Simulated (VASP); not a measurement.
PN:

```
P N
1.0
     3.04330    0.00000    0.00000
    -1.52165    2.63558    0.00000
     0.00000    0.00000    8.09589
P N
2 2
Direct
  0.33333 0.66667 0.25000
  0.66667 0.33333 0.75000
  0.33333 0.66667 0.75000
  0.66667 0.33333 0.25000
```

```yaml
Program: VASP 6.6.1
Task: relaxation of cell and atoms
Functional: PBE
Potentials_or_basis: VASP PAW PBE potentials, release 64 (P, N)
Cutoff: 600 eV
k_mesh: 6 × 6 × 2
Occupations: gaussian, width 0.1 eV
Spin: no spin polarisation
```

At the start: pressure 8.0 GPa; volume 16.23 Å³/atom.

Where does the relaxation end?

Over 3 steps the energy falls by 36.1 meV/atom and the volume is 17.41 Å³/atom (+7.2 %); space group P6_3/mmc (No. 194, to 0.05 Å).

The path:
```
step  energy change (eV)  largest force (eV/Å)  pressure (GPa)  volume (Å³)
   1              0.0000                0.0000            7.98        64.94
   2             -0.1114                0.0000           -2.94        72.76
   3             -0.1444                0.0000            0.07        69.62
```

Final structure:
```cif
data_structure
_symmetry_space_group_name_H-M 'P 1'
_symmetry_Int_Tables_number 1
_cell_length_a 3.1514
_cell_length_b 3.1514
_cell_length_c 8.0948
_cell_angle_alpha 90.000
_cell_angle_beta 90.000
_cell_angle_gamma 120.000
_cell_volume 69.62
loop_
_atom_site_label
_atom_site_type_symbol
_atom_site_fract_x
_atom_site_fract_y
_atom_site_fract_z
_atom_site_occupancy
P1 P 0.33333 0.66667 0.25000 1
P2 P 0.66667 0.33333 0.75000 1
N1 N 0.33333 0.66667 0.75000 1
N2 N 0.66667 0.33333 0.25000 1
```

Caveat: the k points lie up to 0.39 Å⁻¹ apart in the final cell; this functional lacks dispersion, which binds the layers, so the pressure and a relaxed spacing across them are unreliable.
